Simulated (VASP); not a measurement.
ErC: single point with PBE

ErC:

```
Er C
1.0
     0.00000    2.70269    2.70269
     2.70269    0.00000    2.70269
     2.70269    2.70269    0.00000
Er C
1 1
Direct
  0.00000 0.00000 0.00000
  0.25000 0.25000 0.25000
```

* Program: VASP 6.6.1
* Task: single point
* Functional: PBE
* Potentials or basis: VASP PAW PBE potentials, release 64 (Er, C)
* Cutoff: 520 eV
* k mesh: 12 × 12 × 12
* Occupations: gaussian, width 0.05 eV
* Spin: collinear spin, ferromagnetic start
* Starting moments: [3.0, 0.0] μB

```json
{
  "Pressure": "-0.5 GPa",
  "Band gap on the k mesh": "zero (filled and empty bands overlap)",
  "Net moment": "2.01 μB per cell",
  "Site moments": "Er +2.62; C -0.32 μB",
  "Valence electrons inside the program's atomic spheres": "Er 19.61; C 2.29"
}
```

Levels at points of the mesh, in eV from the Fermi level:
Spin up:
```tsv
k point	band 12	band 13	band 14	band 15	band 16	band 17
(0.00, 0.00, 0.00)	-1.98	-0.55	-0.55	-0.55	3.48	5.51
(0.50, 0.00, 0.00)	-1.85	-1.25	-0.10	-0.10	5.07	6.01
(0.50, 0.50, 0.00)	-1.78	-1.73	1.02	1.02	2.20	5.59
```
Spin down:
| k point | band 10 | band 11 | band 12 | band 13 | band 14 | band 15 |
| --- | --- | --- | --- | --- | --- | --- |
| (0.00, 0.00, 0.00) | -0.20 | -0.20 | -0.20 | 0.64 | 0.64 | 0.64 |
| (0.50, 0.00, 0.00) | -0.45 | -0.19 | -0.19 | 0.64 | 0.64 | 0.64 |
| (0.50, 0.50, 0.00) | -0.37 | -0.07 | -0.07 | 0.53 | 1.11 | 1.11 |

It took 16 min on 1 thread of AMD EPYC 7R13, on a shared host, peak memory 0.24 GiB.

Caveat: the magnetic or orbital state may not be the lowest; spin-orbit coupling is left out, which moves the levels of the heavy elements; semilocal functionals describe open f shells poorly, which spoils levels, moments and volumes. The state reached can hang on the start; a lower one may exist.
